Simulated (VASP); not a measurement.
# NaCl (Pm-3m) in VASP: single point with PBEsol

Aim: the single point of NaCl with PBEsol.

All numbers are computed with VASP 6.6.1; they aren't measurements. Logs are shortened: lines on timing, memory, paths and dates and some standing lists are left out, and cuts for length are marked.

### Step 1. The cell of the first run

It takes space group Pm-3m (No. 221, cubic). Conventional cell: a = 2.860 Å, b = 2.860 Å, c = 2.860 Å, α = 90.00°, β = 90.00°, γ = 90.00°. Within 3.3 Å of Na (site symmetry m-3m) lie 8 Cl at 2.48 Å and 6 Na at 2.86 Å. Cl (site symmetry m-3m) has 8 Na at 2.48 Å and 6 Cl at 2.86 Å within 3.3 Å.

### Step 2. Single point, PBEsol

The input, INCAR:

```
SYSTEM = NaCl
  PREC = Accurate
  ENCUT = 520
  EDIFF = 1E-7
  ISMEAR = 0
  SIGMA = 0.01
  LREAL = .False.
  LASPH = .True.
  NELM = 60
  ALGO = Normal
  ISIF = 2
  LWAVE = .False.
  LCHARG = .False.
  GGA = PS
  NBANDS = 14
```

The input, KPOINTS:

```
regular mesh
0
Gamma
  8 8 8
  0 0 0
```

The input, POSCAR:

```
NaCl
1.0
    2.8600000000      0.0000000000      0.0000000000
    0.0000000000      2.8600000000      0.0000000000
    0.0000000000      0.0000000000      2.8600000000
Na Cl
1 1
Direct
    0.0000000000      0.0000000000      0.0000000000
    0.5000000000      0.5000000000      0.5000000000
```

Potentials or basis: VASP PAW PBE potentials, release 64 (Na_pv, Cl).

The run is started by

```
> cat potpaw_PBE.64/Na_pv/POTCAR potpaw_PBE.64/Cl/POTCAR > POTCAR
> mpirun -np 1 vasp_std > vasp.out
```

OUTCAR:

```text
SYSTEM = NaCl
   PREC = Accurate
   ENCUT = 520
   EDIFF = 1E-7
   ISMEAR = 0
   LREAL = .False.
   LASPH = .True.
   NELM = 60
   ISIF = 2
   GGA = PS

 ion  position               nearest neighbor table
   1  0.000  0.000  0.000-   2 2.48   2 2.48   2 2.48   2 2.48   2 2.48   2 2.48   2 2.48   2 2.48

   2  0.500  0.500  0.500-   1 2.48   1 2.48   1 2.48   1 2.48   1 2.48   1 2.48   1 2.48   1 2.48

  LATTYP: Found a simple cubic cell.
 ALAT       =     2.8600000000

  Lattice vectors:

 A1 = (   2.8600000000,   0.0000000000,   0.0000000000)
 A2 = (   0.0000000000,   2.8600000000,   0.0000000000)
 A3 = (   0.0000000000,   0.0000000000,   2.8600000000)

Analysis of symmetry for initial positions (statically):
=====================================================================
 Subroutine PRICEL returns:
 Original cell was already a primitive cell.

 Routine SETGRP: Setting up the symmetry group for a
 simple cubic supercell.

 Subroutine GETGRP returns: Found 48 space group operations
 (whereof 48 operations were pure point group operations)
 out of a pool of 48 trial point group operations.

The static configuration has the point symmetry O_h .

Analysis of symmetry for dynamics (positions and initial velocities):
=====================================================================
 Subroutine PRICEL returns:
 Original cell was already a primitive cell.

 Routine SETGRP: Setting up the symmetry group for a
 simple cubic supercell.

 Subroutine GETGRP returns: Found 48 space group operations
 (whereof 48 operations were pure point group operations)
 out of a pool of 48 trial point group operations.

The dynamic configuration has the point symmetry O_h .

 Subroutine INISYM returns: Found 48 space group operations
 (whereof 48 operations are pure point group operations),
 and found     1 'primitive' translations

----------------------------------------------------------------------------------------

                                     Primitive cell

  volume of cell :      23.3937

  direct lattice vectors                    reciprocal lattice vectors
     2.860000000  0.000000000  0.000000000     0.349650350  0.000000000  0.000000000
     0.000000000  2.860000000  0.000000000     0.000000000  0.349650350  0.000000000
     0.000000000  0.000000000  2.860000000     0.000000000  0.000000000  0.349650350

  length of vectors
     2.860000000  2.860000000  2.860000000     0.349650350  0.349650350  0.349650350

  position of ions in fractional coordinates (direct lattice)
     0.000000000  0.000000000  0.000000000
     0.500000000  0.500000000  0.500000000

  ion indices of the primitive-cell ions
   primitive index   ion index
                 1           1
                 2           2

----------------------------------------------------------------------------------------

 KPOINTS: regular mesh

Automatic generation of k-mesh.
 Grid dimensions read from file:
 generate k-points for:    8    8    8

 Generating k-lattice:

  Cartesian coordinates                     Fractional coordinates (reciprocal lattice)
     0.043706294  0.000000000  0.000000000     0.125000000  0.000000000  0.000000000
     0.000000000  0.043706294  0.000000000     0.000000000  0.125000000  0.000000000
     0.000000000  0.000000000  0.043706294     0.000000000  0.000000000  0.125000000

  Length of vectors
     0.043706294  0.043706294  0.043706294

  Shift w.r.t. Gamma in fractional coordinates (k-lattice)
     0.000000000  0.000000000  0.000000000

 Subroutine IBZKPT returns following result:
 ===========================================

 Found     35 irreducible k-points:

 Following reciprocal coordinates:
            Coordinates               Weight
  0.000000  0.000000  0.000000      1.000000
  0.125000  0.000000  0.000000      6.000000
  0.250000  0.000000  0.000000      6.000000
  0.375000  0.000000  0.000000      6.000000
  0.500000  0.000000  0.000000      3.000000
  0.125000  0.125000  0.000000     12.000000
[... 16 lines left out ...]
  0.375000  0.375000  0.125000     24.000000
  0.500000  0.375000  0.125000     24.000000
 [... further k-points ...]
   k-points           NKPTS =     35   k-points in BZ     NKDIM =     35   number of bands    NBANDS=     14
   number of dos      NEDOS =    301   number of ions     NIONS =      2
   total plane-waves  NPLWV =  13824
   dimension x,y,z NGX =    24 NGY =   24 NGZ =   24
   dimension x,y,z NGXF=    48 NGYF=   48 NGZF=   48
   ions per type =               1   1
   NGX,Y,Z   is equivalent  to a cutoff of  13.95, 13.95, 13.95 a.u.
   NGXF,Y,Z  is equivalent  to a cutoff of  27.90, 27.90, 27.90 a.u.
 SYSTEM =  NaCl
   PREC   = accura    normal or accurate (medium, high low for compatibility)
   ISTART =      0    job   : 0-new  1-cont  2-samecut
   ICHARG =      2    charge: 1-file 2-atom 10-const
   ISPIN  =      1    spin polarized calculation?
   LNONCOLLINEAR =      F non collinear calculations
   LSORBIT =      F    spin-orbit coupling
   LASPH  =      T    aspherical Exc in radial PAW
   ENCUT  =  520.0 eV  38.22 Ry    6.18 a.u.   5.32  5.32  5.32*2*pi/ulx,y,z
   NELM   =     60;   NELMIN=  2; NELMDL= -5     # of ELM steps
   EDIFF  = 0.1E-06   stopping-criterion for ELM
   LREAL  =      F    real-space projection
   EDIFFG = 0.1E-05   stopping-criterion for IOM
   NSW    =      0    number of steps for IOM
   IBRION =     -1    ionic relax: 0-MD 1-quasi-New 2-CG
   NFREE  =      0    steps in history (QN), initial steepest desc. (CG)
   ISIF   =      2    stress and relaxation
   ISYM   =      2    0-nonsym 1-usesym 2-fastsym
   POTIM  = 0.5000    time-step for ionic-motion
   TEBEG  =    0.0;   TEEND  =   0.0 temperature during run
   PSTRESS=    0.0 pullay stress
   NELECT =      14.0000    total number of electrons
   NUPDOWN=      -1.0000    fix difference up-down
   EMIN   =  10.00;   EMAX   =-10.00  energy-range for DOS
   EFERMI =   0.00;   METHOD = LEGACY
   ISMEAR =     0;   SIGMA  =   0.01  broadening in eV -4-tet -1-fermi 0-gaus
   EFERMI_NEDOS =   21; number of points for ismear=-14 and -15
   IALGO  =     38    algorithm
   IMIX   =      4    mixing-type and parameters
     AMIX     =   0.40;   BMIX     =  1.00
     AMIX_MAG =   1.60;   BMIX_MAG =  1.00
  volume/ion in A,a.u.               =      11.70        78.93
  Fermi-wavevector in a.u.,A,eV,Ry     =   1.379595  2.607056 25.895713  1.903281
  Thomas-Fermi vector in A             =   2.504550
   LORBIT       =      0    0 simple, 1 ext, 2 COOP (PROOUT), +10 PAW based schemes
   GGA     = PS    functional components
   LHFCALC =     F    Hartree Fock is set to
   AEXX    =    0.0000 exact exchange contribution
   IVDW    =     0    specifies the selected vdW correction
   LEPSILON=     F    determine dielectric tensor
   LRPA    =     F    only Hartree local field effects (RPA)
 non-spin polarized calculation
 Gauss-broadening in eV      SIGMA  =   0.01
  energy-cutoff  :      520.00
  volume of cell :       23.39
 maximum number of plane-waves:       647
 NGX is ok and might be reduce to    24
   NGX = 11   NGY = 11   NGZ = 11

 number of electron      13.9999997 magnetization

 Free energy of the ion-electron system (eV)
  ---------------------------------------------------
  ext. energy  EPLUGINS =         0.00000000
  ---------------------------------------------------
  free energy    TOTEN  =        -4.77997089 eV

  energy without entropy =       -4.77997089  energy(sigma->0) =       -4.77997089

 E-fermi :   6.8644     XC(G=0): -11.5613

 val. band max:        6.7637393326   @ k =   0.5000   0.5000   0.0000
 cond. band min:      10.9651509671   @ k =   0.5000   0.5000   0.0000
 fundamental gap:      4.2014116345
 Fermi energy:         6.8644038169

 k-point     1 :       0.0000    0.0000    0.0000
  band No.  band energies     occupation
      1     -15.8193      2.00000
      2     -15.8193      2.00000
      3     -15.8193      2.00000
      4     -10.2449      2.00000
      5       5.4842      2.00000
      6       5.4842      2.00000
      7       5.4842      2.00000
      8      13.2581      0.00000
      9      13.2581      0.00000
     10      13.9586      0.00000
     11      24.6002      0.00000
     12      24.6002      0.00000
     13      24.6002      0.00000
     14      29.0609      0.00000

 k-point     2 :       0.1250    0.0000    0.0000
  band No.  band energies     occupation
      1     -15.8917      2.00000
      2     -15.8138      2.00000
      3     -15.8138      2.00000
      4     -10.0340      2.00000
      5       4.2920      2.00000
      6       5.5490      2.00000
      7       5.5490      2.00000
      8      13.5065      0.00000
      9      13.8752      0.00000
     10      15.1611      0.00000
     11      23.3096      0.00000
     12      23.3096      0.00000
     13      24.7782      0.00000
     14      27.6456      0.00000

 k-point     3 :       0.2500    0.0000    0.0000
  band No.  band energies     occupation
      1     -16.0568      2.00000
      2     -15.8005      2.00000
      3     -15.8005      2.00000
      4      -9.4863      2.00000
      5       2.1737      2.00000
      6       5.7129      2.00000
      7       5.7129      2.00000
      8      14.2237      0.00000
      9      14.5889      0.00000
     10      18.1418      0.00000
     11      21.3398      0.00000
     12      21.3398      0.00000
     13      24.2885      0.00000
     14      25.2597      0.00000
[... 324 lines left out ...]
 k-point    23 :       0.3750    0.3750    0.1250
  band No.  band energies     occupation
      1     -16.0734      2.00000
      2     -16.0357      2.00000
      3     -15.8011      2.00000
      4      -7.9658      2.00000
      5       1.6535      2.00000
      6       1.8109      2.00000
      7       5.5791      2.00000
      8      12.6040      0.00000
      9      17.4085      0.00000
     10      17.8169      0.00000
     11      18.7501      0.00000
     12      23.4293      0.00000
     13      24.0830      0.00000
     14      27.8377      0.00000

 k-point    24 :       0.5000    0.3750    0.1250
  band No.  band energies     occupation
      1     -16.0992      2.00000
      2     -16.0320      2.00000
      3     -15.7956      2.00000
      4      -7.7998      2.00000
      5       1.1639      2.00000
      6       1.9677      2.00000
      7       5.7114      2.00000
      8      11.9210      0.00000
      9      17.2855      0.00000
     10      17.7889      0.00000
     11      18.7572      0.00000
     12      23.8925      0.00000
     13      24.3441      0.00000
     14      28.3709      0.00000

 [... further k-points ...]
[... 5 lines left out ...]
  --------------------------------------------------------------------------------------
  -------------------------------------------------------------------------------------
  Total        8.7696513      8.7696513      8.7696513     -0.0000000     -0.0000000      0.0000000
  in kB      600.6131094    600.6131094    600.6131094     -0.0000000     -0.0000000      0.0000000
  external PRESSURE =     600.6131094 kB  Pullay stress =       0.0000000 kB

 VOLUME and BASIS-vectors are now :
 -----------------------------------------------------------------------------
  energy-cutoff  :      520.00
  volume of cell :       23.39
      direct lattice vectors                 reciprocal lattice vectors
     2.860000000  0.000000000  0.000000000     0.349650350  0.000000000  0.000000000
     0.000000000  2.860000000  0.000000000     0.000000000  0.349650350  0.000000000
     0.000000000  0.000000000  2.860000000     0.000000000  0.000000000  0.349650350

 POSITION                                       TOTAL-FORCE (eV/Angst)
 -----------------------------------------------------------------------------------
      0.00000      0.00000      0.00000         0.000000      0.000000      0.000000
      1.43000      1.43000      1.43000         0.000000      0.000000      0.000000
 -----------------------------------------------------------------------------------
    total drift:                                0.000000     -0.000000     -0.000000

  FREE ENERGIE OF THE ION-ELECTRON SYSTEM (eV)
  ---------------------------------------------------
  free  energy   TOTEN  =        -4.7799708890 eV

  energy  without entropy=       -4.7799708890  energy(sigma->0) =       -4.77997089
```

It took 6.5 s on 1 thread of AMD EPYC 9R45 (Zen 5), shared host; peak memory 0.1 GiB.

Results:

```
Free energy            : -4.7800 eV
Pressure               : 60.1 GPa
Band gap on the k mesh : 4.20 eV, direct
```

Levels at points of the mesh, in eV from the valence-band top:
```tsv
k point	band 5	band 6	band 7	band 8	band 9	band 10
(0.00, 0.00, 0.00)	-1.28	-1.28	-1.28	6.49	6.49	7.19
(0.50, 0.00, 0.00)	-7.00	-0.80	-0.80	9.07	9.16	12.66
(0.50, 0.50, 0.00)	-5.42	-5.42	0.00	4.20	10.61	12.72
(0.50, 0.50, 0.50)	-4.84	-4.84	-4.84	6.14	6.14	6.14
```

Caveat: the PAW data sets were made with another functional, which shifts forces and pressure a little. A k mesh can miss the band edges.
